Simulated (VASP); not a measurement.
Wanted: the native input for a VASP 6.6.1 run.

- Task: single point
- Functional: r2SCAN
- Potentials or basis: VASP PAW PBE potentials, release 64 (Mg, O)
- Cutoff: 520 eV
- k mesh: 6 × 6 × 4
- Occupations: gaussian, width 0.01 eV
- Spin: no spin polarisation
- Dipole correction: no
- Further INCAR settings: ALGO = Normal; EDIFF = 1e-06; NBANDS = 16

The system is MgO.

```
Mg O
1.0
     3.37266    0.00000    0.00000
    -1.68633    2.92081    0.00000
     0.00000    0.00000    5.08061
Mg O
2 2
Cartesian
  0.0000 1.9472 0.0110
  1.6863 0.9736 2.5513
  0.0000 1.9472 2.0446
  1.6863 0.9736 4.5849
```

These files were run (other wordings do the same):

POSCAR

```
MgO
1.0
    3.3726620288      0.0000000000      0.0000000000
   -1.6863310093      2.9208109916      0.0000000000
    0.0000000000      0.0000000000      5.0806100433
Mg O
2 2
Direct
    0.3333333333      0.6666666667      0.0021597400
    0.6666666667      0.3333333333      0.5021597400
    0.3333333333      0.6666666667      0.4024402600
    0.6666666667      0.3333333333      0.9024402600
```

INCAR.step1

```
SYSTEM = MgO
ALGO = Normal ; EDIFF = 1E-4
ENCUT = 520 ; GGA = PE
ISMEAR = 0 ; LASPH = .True.
LCHARG = .False. ; LREAL = .False.
LWAVE = .True. ; NBANDS = 16
NELM = 80 ; PREC = Accurate
SIGMA = 0.01
```

INCAR.step2

```
SYSTEM = MgO
ALGO = Normal ; EDIFF = 1E-6
ENCUT = 520 ; ISIF = 2
ISMEAR = 0 ; ISTART = 1
LASPH = .True. ; LCHARG = .False.
LMIXTAU = .True. ; LREAL = .False.
LWAVE = .False. ; METAGGA = R2SCAN
NBANDS = 16 ; NELM = 80
PREC = Accurate ; SIGMA = 0.01
```

KPOINTS

```
k-points
0
Gamma
  6 6 4
  0 0 0
```

Potentials or basis: VASP PAW PBE potentials, release 64 (Mg, O).

Command:

```console
$ cat potpaw_PBE.64/Mg/POTCAR potpaw_PBE.64/O/POTCAR > POTCAR
$ cp INCAR.step1 INCAR
$ mpirun -np 1 vasp_std > vasp.out
$ cp INCAR.step2 INCAR
$ mpirun -np 1 vasp_std > vasp.out
```

It gave:

| Property | Result |
| --- | --- |
| Pressure | -7.6 GPa |
| Largest force | 0.082 eV/Å |
| Band gap on the k mesh | 3.80 eV, direct |

Caveat: the PAW data sets were made with another functional, which shifts forces and pressure a little.

It took 33 s on 1 thread of Intel(R) Xeon(R) 6975P-C (Granite Rapids), on a shared host, peak memory 0.18 GiB.
